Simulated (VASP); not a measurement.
In2O3 (In2O3 (Ia-3)), 40 atoms in the cell. The structure is cubic, space group Ia-3 (No. 206). Conventional cell: a = 10.289 Å, b = 10.289 Å, c = 10.289 Å, α = 90.00°, β = 90.00°, γ = 90.00°. In (site symmetry 2) has 6 O at 2.16 to 2.25 Å within 2.9 Å. Within 2.9 Å of In (site symmetry -3) lie 6 O at 2.21 Å. Within 2.9 Å of O (site symmetry 1) lie 4 In at 2.16 to 2.25 Å and 4 O at 2.84 to 2.86 Å. 

```yaml
Program: VASP 6.6.1
Task: single point
Functional: LDA
Potentials_or_basis: VASP PAW LDA potentials, release 64 (In_d, O)
Cutoff: 600 eV
k_mesh: 1 × 1 × 1, shifted
Occupations: fermi-dirac, width 0.01 eV
Spin: no spin polarisation
Dipole_correction: no
Further_INCAR_settings: LREAL = Auto; ALGO = Normal; EDIFF = 1e-06; NBANDS = 202
```

Potentials or basis: VASP PAW LDA potentials, release 64 (In_d, O).

Launch:

```sh
$ cat potpaw_LDA.64/In_d/POTCAR potpaw_LDA.64/O/POTCAR > POTCAR
$ mpirun -np 1 vasp_std > vasp.out
```

Hardware: 1 thread of Intel Xeon 8259CL, with other jobs on the host.

Problem. Estimate the wall time of this run.

Solution. It took 9.2 min on 1 thread of Intel Xeon 8259CL, on a shared host, peak memory 0.56 GiB. Counts: scf iterations 14, k points 1.
